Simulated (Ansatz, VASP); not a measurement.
## One calculation of Re, two programs

The input INCAR:

```
ALGO = Normal
EDIFF = 1E-7
EDIFFG = -0.01
ENCUT = 600
GGA = PS
IBRION = 2
ISIF = 3
ISMEAR = -1
IVDW = 13
LASPH = True
LCHARG = False
LREAL = False
LWAVE = False
NELM = 100
NSW = 60
PREC = Accurate
SIGMA = 0.05
```

The input KPOINTS:

```
k-points
0
Gamma
  11 11 3
```

The input POSCAR:

```
Re
1.0
    2.7663873939      0.0000000000      0.0000000000
   -1.3831936969      2.3957617598      0.0000000000
    0.0000000000      0.0000000000      8.9388451600
Re
4
Direct
    0.6666666667      0.3333333333      0.7500000000
    0.0000000000      0.0000000000      0.5000000000
    0.3333333333      0.6666666667      0.2500000000
    0.0000000000      0.0000000000      0.0000000000
```

File input.yaml:

```yaml
crystal:
  lattice:
    - [2.7663873939, 0.0, 0.0]
    - [-1.3831936969, 2.3957617598, 0.0]
    - [0.0, 0.0, 8.93884516]
  atoms:
    - { symbol: Re, position: [0.6666666667, 0.3333333333, 0.75] }
    - { symbol: Re, position: [0.0, 0.0, 0.5] }
    - { symbol: Re, position: [0.3333333333, 0.6666666667, 0.25] }
    - { symbol: Re, position: [0.0, 0.0, 0.0] }
hamiltonian:
  xc: pbesol
  pseudopotentials: { kind: paw }
  dispersion: d4
kpoints:
  mp_grid: { grid: [11, 11, 3] }
scf:
  occupations: { method: fermi_dirac, width: 0.05 }
output:
  forces: true
  stress: true
relax:
  f_tol: 0.01
  max_steps: 40
  cell: { stress_tol: 0.05 }
```

Alike in both runs: task relaxation of cell and atoms; functional PBEsol; dispersion D4; k mesh 11 × 11 × 3; occupations fermi-dirac, width 0.05 eV; no spin polarisation.

```csv
,VASP,Ansatz
version,VASP 6.6.1,Ansatz 0.2.0
potentials or method,"VASP PAW PBE potentials, release 64 (Re)",Ansatz PAW
plane-wave cutoff (eV),600,420
valence electrons in the cell,28,60
```

Ansatz gave:

```
relaxed volume (Å³/atom)                                     : 14.39
relaxed cell length with the largest relative difference (Å) : 2.740
```

Q: Estimate VASP's values.

A: Relaxed volume (Å³/atom): 14.40; relaxed cell length with the largest relative difference (Å): 2.740.

VASP's potentials were made for PBE, not for PBEsol. VASP's potentials hold 28 valence electrons a cell and Ansatz's 60, so a difference there can come from the potentials and not from the codes.

Spin-orbit coupling is off throughout. Noted on VASP's run: too few bands were computed for a metal, which touches its energy and stress. Noted on Ansatz's run: the plane-wave basis is chosen anew once the cell has moved, so the energies of steps on either side of that aren't comparable.
